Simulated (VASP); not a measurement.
Here is a VASP 6.6.1 calculation.

The input INCAR:

```
SYSTEM = Ru
ALGO = Normal ; EDIFF = 1E-7
EDIFFG = -0.01 ; ENCUT = 600
GGA = RP ; IBRION = 2
ISIF = 3 ; ISMEAR = -1
LASPH = .True. ; LCHARG = .False.
LREAL = .False. ; LWAVE = .False.
NELM = 100 ; NSW = 80
PREC = Accurate ; SIGMA = 0.1
```

Contents of KPOINTS:

```
k-points
0
Gamma
  9 9 12
  0 0 0
```

POSCAR

```
Ru
1.0
    4.2469224303      0.0000000000      0.0000000000
   -2.1234612151      3.6779427125      0.0000000000
    0.0000000000      0.0000000000      2.6033634498
Ru
3
Direct
    0.0000000000      0.0000000000      0.0000000000
    0.3333333333      0.6666666667      0.5000000000
    0.6666666667      0.3333333333      0.5000000000
```

Potentials or basis: VASP PAW PBE potentials, release 64 (Ru_pv).

Run with:

```console
$ cat potpaw_PBE.64/Ru_pv/POTCAR > POTCAR
$ mpirun -np 1 vasp_std > vasp.out
```

Problem. What does it give for the space group after relaxing (to 0.1 Å)?

Solution. P6/mmm (No. 191).

Problem. What does it give for the band gap on the k mesh?

Solution. Zero (bands 21 and 22 overlap by 2.33 eV).

Final structure:
```
Ru
1.0
     4.28968    0.00000    0.00000
    -2.14484    3.71497    0.00000
     0.00000    0.00000    2.69698
Ru
3
Direct
  0.00000 0.00000 0.00000
  0.33333 0.66667 0.50000
  0.66667 0.33333 0.50000
```
